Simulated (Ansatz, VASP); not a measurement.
HfN in VASP and in Ansatz

```
Hf N
1.0
     3.13391    0.00000    0.00000
    -1.56695    2.71404    0.00000
     0.00000    0.00000    5.41677
Hf N
2 2
Direct
  0.33333 0.66667 0.25000
  0.66667 0.33333 0.75000
  0.00000 0.00000 0.50000
  0.00000 0.00000 0.00000
```

Alike in both runs: task single point; functional r2SCAN; k mesh 11 × 11 × 6; occupations fermi-dirac, width 0.02 eV; no spin polarisation.

```csv
,VASP,Ansatz
version,VASP 6.6.1,Ansatz 0.2.0
potentials or method,"VASP PAW PBE potentials, release 64 (Hf_pv, N), cutoff 520 eV","scalar-relativistic, plane waves, PAW"
valence electrons in the cell,30,62
```

Ansatz gave:

- gap on the k mesh at the Fermi level (eV): none
- pressure (GPa): 2.3
- traceless stress, the component that is largest in VASP (GPa): 0.08

Estimate VASP's values.

gap on the k mesh at the Fermi level (eV): none; pressure (GPa): -0.3; traceless stress, the component that is largest in VASP (GPa): 0.19.

VASP's potentials were made for PBE, not for r2SCAN. A gap of «none» marks a metal or a gap that the smearing closes. With one functional, cell and mesh, what is left measures potentials, basis and numerics. VASP's potentials hold 30 valence electrons a cell and Ansatz's 62, so a difference there can come from the potentials and not from the codes. Ansatz's warnings: stress scf threshold loose.

Spin-orbit coupling is off throughout.
